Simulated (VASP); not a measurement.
# WS2 (P6/mmm) in VASP: a series of runs, part 2 of 2

VASP 6.6.1. Earlier steps stand in the parts before.

**4. Single point, PBE, collinear spin, ferrimagnetic start**

This run uses another cell than the first one, of 27.42 Å³/atom, 1.692 times its volume.

Contents of INCAR:

```
PREC = Accurate
ENCUT = 520
EDIFF = 1E-6
ISMEAR = 0
SIGMA = 0.1
LREAL = False
LASPH = True
NELM = 150
ALGO = Normal
ISIF = 2
LWAVE = False
LCHARG = False
ISPIN = 2
MAGMOM = 1.51 -0.05 -0.05
LORBIT = 11
LMAXMIX = 4
GGA = PE
NBANDS = 24
```

Contents of KPOINTS:

```
regular mesh
0
Gamma
  6 6 4
```

Contents of POSCAR:

```
WS2
1.0
    4.3765434269      0.0000000000      0.0000000000
   -2.1882717134      3.7901977885      0.0000000000
    0.0000000000      0.0000000000      4.9583171515
W S
1 2
Direct
    0.0000000000      0.0000000000      0.5000000000
    0.3333333333      0.6666666667      0.5000000000
    0.6666666667      0.3333333333      0.5000000000
```

Potentials or basis: VASP PAW PBE potentials, release 64 (W_sv, S).

Launch:

```bash
cat potpaw_PBE.64/W_sv/POTCAR potpaw_PBE.64/S/POTCAR > POTCAR
mpirun -np 1 vasp_std > vasp.out
```

OUTCAR:

```text
PREC = Accurate
   ENCUT = 520
   EDIFF = 1E-6
   ISMEAR = 0
   LREAL = False
   LASPH = True
   NELM = 150
   ISIF = 2
   ISPIN = 2
   LORBIT = 11
   GGA = PE

 ion  position               nearest neighbor table
   1  0.000  0.000  0.500-   2 2.53   3 2.53   3 2.53   2 2.53   3 2.53   2 2.53
   2  0.333  0.667  0.500-   1 2.53   3 2.53   3 2.53   1 2.53   1 2.53   3 2.53
   3  0.667  0.333  0.500-   1 2.53   2 2.53   2 2.53   1 2.53   1 2.53   2 2.53

  LATTYP: Found a hexagonal cell.
 ALAT       =     4.3765434269
 C/A-ratio  =     1.1329299559

  Lattice vectors:

 A1 = (   4.3765434269,   0.0000000000,   0.0000000000)
 A2 = (  -2.1882717134,   3.7901977885,   0.0000000000)
 A3 = (   0.0000000000,   0.0000000000,   4.9583171515)

Analysis of symmetry for initial positions (statically):
=====================================================================
 Subroutine PRICEL returns:
 Original cell was already a primitive cell.

 Routine SETGRP: Setting up the symmetry group for a
 hexagonal supercell.

 Subroutine GETGRP returns: Found 24 space group operations
 (whereof 24 operations were pure point group operations)
 out of a pool of 24 trial point group operations.

The static configuration has the point symmetry D_6h.

Analysis of symmetry for dynamics (positions and initial velocities):
=====================================================================
 Subroutine PRICEL returns:
 Original cell was already a primitive cell.

 Routine SETGRP: Setting up the symmetry group for a
 hexagonal supercell.

 Subroutine GETGRP returns: Found 24 space group operations
 (whereof 24 operations were pure point group operations)
 out of a pool of 24 trial point group operations.

The dynamic configuration has the point symmetry D_6h.

Analysis of structural, dynamic, and magnetic symmetry:
=====================================================================
 Subroutine PRICEL returns:
 Original cell was already a primitive cell.

 Routine SETGRP: Setting up the symmetry group for a
 hexagonal supercell.

 Subroutine GETGRP returns: Found 24 space group operations
 (whereof 24 operations were pure point group operations)
 out of a pool of 24 trial point group operations.

The overall configuration has the point symmetry D_6h.

 Subroutine INISYM returns: Found 24 space group operations
 (whereof 24 operations are pure point group operations),
 and found     1 'primitive' translations

----------------------------------------------------------------------------------------

                                     Primitive cell

  volume of cell :      82.2484

  direct lattice vectors                    reciprocal lattice vectors
     4.376543427  0.000000000  0.000000000     0.228490821  0.131919237  0.000000000
    -2.188271713  3.790197788  0.000000000     0.000000000  0.263838474  0.000000000
     0.000000000  0.000000000  4.958317152     0.000000000  0.000000000  0.201681330

  length of vectors
     4.376543427  4.376543427  4.958317152     0.263838474  0.263838474  0.201681330

  position of ions in fractional coordinates (direct lattice)
     0.000000000  0.000000000  0.500000000
     0.333333333  0.666666667  0.500000000
     0.666666667  0.333333333  0.500000000
[... 68 lines left out ...]
   ISPIN  =      2    spin polarized calculation?
   LNONCOLLINEAR =      F non collinear calculations
   LSORBIT =      F    spin-orbit coupling
   LASPH  =      T    aspherical Exc in radial PAW
   ENCUT  =  520.0 eV  38.22 Ry    6.18 a.u.   8.14  8.14  9.22*2*pi/ulx,y,z
   NELM   =    150;   NELMIN=  2; NELMDL= -5     # of ELM steps
   EDIFF  = 0.1E-05   stopping-criterion for ELM
   LREAL  =      F    real-space projection
   EDIFFG = 0.1E-04   stopping-criterion for IOM
   NSW    =      0    number of steps for IOM
   IBRION =     -1    ionic relax: 0-MD 1-quasi-New 2-CG
   NFREE  =      0    steps in history (QN), initial steepest desc. (CG)
   ISIF   =      2    stress and relaxation
   ISYM   =      2    0-nonsym 1-usesym 2-fastsym
   POTIM  = 0.5000    time-step for ionic-motion
   TEBEG  =    0.0;   TEEND  =   0.0 temperature during run
   PSTRESS=    0.0 pullay stress
   NELECT =      26.0000    total number of electrons
   NUPDOWN=      -1.0000    fix difference up-down
   EMIN   =  10.00;   EMAX   =-10.00  energy-range for DOS
   EFERMI =   0.00;   METHOD = LEGACY
   ISMEAR =     0;   SIGMA  =   0.10  broadening in eV -4-tet -1-fermi 0-gaus
   EFERMI_NEDOS =   21; number of points for ismear=-14 and -15
   IALGO  =     38    algorithm
   IMIX   =      4    mixing-type and parameters
     AMIX     =   0.40;   BMIX     =  1.00
     AMIX_MAG =   1.60;   BMIX_MAG =  1.00
  volume/ion in A,a.u.               =      27.42       185.01
  Fermi-wavevector in a.u.,A,eV,Ry     =   1.115210  2.107442 16.921487  1.243694
  Thomas-Fermi vector in A             =   2.251813
   LORBIT       =     11    0 simple, 1 ext, 2 COOP (PROOUT), +10 PAW based schemes
   GGA     = PE    functional components
   LHFCALC =     F    Hartree Fock is set to
   AEXX    =    0.0000 exact exchange contribution
   IVDW    =     0    specifies the selected vdW correction
   LEPSILON=     F    determine dielectric tensor
   LRPA    =     F    only Hartree local field effects (RPA)
 spin polarized calculation
 Gauss-broadening in eV      SIGMA  =   0.10
  energy-cutoff  :      520.00
  volume of cell :       82.25
 maximum number of plane-waves:      2245
 NGX is ok and might be reduce to    36
   NGX = 17   NGY = 17   NGZ = 19

 number of electron      26.0000001 magnetization       2.2437314

 Free energy of the ion-electron system (eV)
  ---------------------------------------------------
  ext. energy  EPLUGINS =         0.00000000
  ---------------------------------------------------
  free energy    TOTEN  =       -18.94129099 eV

  energy without entropy =      -18.93233395  energy(sigma->0) =      -18.93681247

 E-fermi :   3.2034     XC(G=0):  -8.3481

 val. band max:        3.2025667201   @ k =   0.0000   0.0000   0.0000
 cond. band min:       3.2103271075   @ k =   0.0000   0.0000   0.0000
 fundamental gap:      0.0077603874
 Fermi energy:         3.2034198865

 spin component 1

 k-point     1 :       0.0000    0.0000    0.0000
  band No.  band energies     occupation
      1     -71.5957      1.00000
      2     -36.0983      1.00000
      3     -35.8149      1.00000
      4     -35.8149      1.00000
      5     -12.4363      1.00000
      6      -6.8900      1.00000
[... 556 lines left out ...]
     23      12.8937      0.00000
     24      12.8937      0.00000
 Fermi energy:         3.2034198865

 spin component 2

 k-point     1 :       0.0000    0.0000    0.0000
  band No.  band energies     occupation
      1     -70.8172      1.00000
      2     -34.9972      1.00000
      3     -34.9972      1.00000
      4     -34.5520      1.00000
      5     -12.4453      1.00000
      6      -6.9572      1.00000
[... 556 lines left out ...]
     23      13.2814      0.00000
     24      13.4592      0.00000

------------------------ aborting loop because EDIFF is reached ----------------------------------------

  FORCE on cell =-STRESS in cart. coord.  units (eV):
  Direction    XX          YY          ZZ          XY          YZ          ZX
  --------------------------------------------------------------------------------------
  -------------------------------------------------------------------------------------
  Total        0.1710155      0.1710155     -0.0253829      0.0000000      0.0000000     -0.0000000
  in kB        3.3313368      3.3313368     -0.4944519      0.0000000      0.0000000     -0.0000000
  external PRESSURE =       2.0560739 kB  Pullay stress =       0.0000000 kB

 VOLUME and BASIS-vectors are now :
 -----------------------------------------------------------------------------
  energy-cutoff  :      520.00
  volume of cell :       82.25
      direct lattice vectors                 reciprocal lattice vectors
     4.376543427  0.000000000  0.000000000     0.228490821  0.131919237  0.000000000
    -2.188271713  3.790197788  0.000000000     0.000000000  0.263838474  0.000000000
     0.000000000  0.000000000  4.958317152     0.000000000  0.000000000  0.201681330

 POSITION                                       TOTAL-FORCE (eV/Angst)
 -----------------------------------------------------------------------------------
      0.00000      0.00000      2.47916        -0.000000      0.000000      0.000000
     -0.00000      2.52680      2.47916         0.000000     -0.000000     -0.000000
      2.18827      1.26340      2.47916        -0.000000      0.000000      0.000000
 -----------------------------------------------------------------------------------
    total drift:                                0.000000     -0.000000     -0.000000

  FREE ENERGIE OF THE ION-ELECTRON SYSTEM (eV)
  ---------------------------------------------------
  free  energy   TOTEN  =       -18.9412909867 eV

  energy  without entropy=      -18.9323339521  energy(sigma->0) =      -18.93681247

 total charge

# of ion       s       p       d       tot
------------------------------------------
    1        2.314   6.186   3.267  11.767
    2        1.371   2.293   0.000   3.664
    3        1.371   2.293   0.000   3.664
--------------------------------------------------
tot          5.057  10.772   3.267  19.095

 magnetization (x)

# of ion       s       p       d       tot
------------------------------------------
    1        0.093   0.017   1.586   1.695
    2       -0.004  -0.055   0.000  -0.058
    3       -0.004  -0.055   0.000  -0.058
--------------------------------------------------
tot          0.085  -0.093   1.586   1.579
```

OSZICAR:

```text
N       E                     dE             d eps       ncg     rms          rms(c)
DAV:   1     0.191758205870E+03    0.19176E+03   -0.13746E+04  2288   0.974E+02
DAV:   2    -0.919657158435E+01   -0.20095E+03   -0.19214E+03  2336   0.271E+02
DAV:   3    -0.201737619399E+02   -0.10977E+02   -0.10801E+02  2600   0.598E+01
DAV:   4    -0.203715678733E+02   -0.19781E+00   -0.19747E+00  2416   0.864E+00
DAV:   5    -0.203757289349E+02   -0.41611E-02   -0.41608E-02  2744   0.132E+00    0.204E+01
DAV:   6    -0.191226757770E+02    0.12531E+01   -0.12145E+01  2144   0.155E+01    0.977E+00
DAV:   7    -0.189886300269E+02    0.13405E+00   -0.55179E+00  2104   0.828E+00    0.719E+00
DAV:   8    -0.188916350891E+02    0.96995E-01   -0.85720E-01  2256   0.436E+00    0.155E+00
DAV:   9    -0.189402007234E+02   -0.48566E-01   -0.14778E-01  2136   0.200E+00    0.723E-01
DAV:  10    -0.189411132209E+02   -0.91250E-03   -0.77816E-03  2512   0.493E-01    0.274E-01
DAV:  11    -0.189412294849E+02   -0.11626E-03   -0.12834E-03  2200   0.201E-01    0.126E-01
DAV:  12    -0.189412184186E+02    0.11066E-04   -0.46366E-04  2224   0.106E-01    0.612E-02
DAV:  13    -0.189413197217E+02   -0.10130E-03   -0.14655E-04  2240   0.540E-02    0.331E-02
DAV:  14    -0.189412888999E+02    0.30822E-04   -0.63500E-05  2296   0.376E-02    0.137E-02
DAV:  15    -0.189412901152E+02   -0.12153E-05   -0.99031E-06  2256   0.146E-02    0.604E-03
DAV:  16    -0.189412912712E+02   -0.11560E-05   -0.10202E-06  2112   0.484E-03    0.293E-03
DAV:  17    -0.189412909867E+02    0.28451E-06   -0.11331E-06  1880   0.461E-03
   1 F= -.18941291E+02 E0= -.18936812E+02  d E =-.895703E-02  mag=     2.2438
```

It took 2.8 min on 1 thread of Intel Xeon Platinum 8375C at 2.90GHz (Ice Lake), shared host; peak memory 0.28 GiB.

Results:

* Free energy: -18.9413 eV
* Pressure: 0.2 GPa
* Net moment: 2.24 μB per cell
* Site moments: W +1.70; S -0.06 μB
* Valence electrons inside the program's atomic spheres: W 11.77; S 3.66

Stress tensor (GPa, compression positive):
```
 0.33  0.00  0.00
 0.00  0.33  0.00
 0.00  0.00 -0.05
```

Levels at points of the mesh, in eV from the Fermi level:
Spin up:
| k point | band 11 | band 12 | band 13 | band 14 | band 15 | band 16 | band 17 | band 18 |
| --- | --- | --- | --- | --- | --- | --- | --- | --- |
| (0.00, 0.00, 0.00) | -1.25 | -1.25 | -0.88 | -0.88 | 0.01 | 3.66 | 3.79 | 3.79 |
| (0.50, 0.00, 0.00) | -1.85 | -1.49 | -1.15 | 0.09 | 0.83 | 1.54 | 4.86 | 5.10 |
| (0.00, 0.00, 0.50) | -1.22 | -0.99 | -0.96 | -0.96 | -0.12 | 3.79 | 3.79 | 4.03 |
| (0.50, 0.00, 0.50) | -2.17 | -1.26 | -0.83 | 0.10 | 0.83 | 1.48 | 2.96 | 5.69 |
Spin down:
```csv
k point,band 8,band 9,band 10,band 11,band 12,band 13,band 14,band 15,band 16,band 17
"(0.00, 0.00, 0.00)",-6.95,-4.05,-1.18,-1.18,0.00,0.08,0.81,0.81,4.36,4.40
"(0.50, 0.00, 0.00)",-5.56,-3.73,-2.65,-1.79,0.04,0.43,0.80,1.43,2.89,4.97
"(0.00, 0.00, 0.50)",-6.94,-4.48,-1.15,-1.15,-0.13,0.72,0.72,1.31,4.41,4.41
"(0.50, 0.00, 0.50)",-5.54,-4.01,-2.65,-2.08,0.05,0.29,1.43,1.64,2.85,4.12
```

Caveat: spin-orbit coupling is left out, which moves the levels of the heavy elements.

**5. Summary**

| spin | cell | k mesh | gap on the mesh (eV) | pressure (GPa) | moment (μB) |
| --- | --- | --- | --- | --- | --- |
| off | a = 4.352, b = 4.352, c = 2.963 Å, angles 90.0, 90.0, 120.0°, 3 atoms | 12 × 12 × 16 | none | 0.0 | - |
| collinear, ferromagnetic start | a = 3.735, b = 3.735, c = 6.537 Å, angles 90.0, 90.0, 120.0°, 3 atoms | 6 × 6 × 4 | none | 56.9 | 1.36 |
| collinear, ferrimagnetic start | a = 4.377, b = 4.377, c = 4.958 Å, angles 90.0, 90.0, 120.0°, 3 atoms | 6 × 6 × 4 | none | 0.2 | 2.24 |

Alike in all rows: task single point; level PBE; potentials or basis VASP PAW PBE potentials, release 64 (W_sv, S); cutoff (eV) 520; smearing gaussian 0.1 eV.

Caveats: spin-orbit coupling is left out, which moves the levels of the heavy elements.

Total energies depend on the potentials used, so only differences within one code and one set of settings carry meaning.
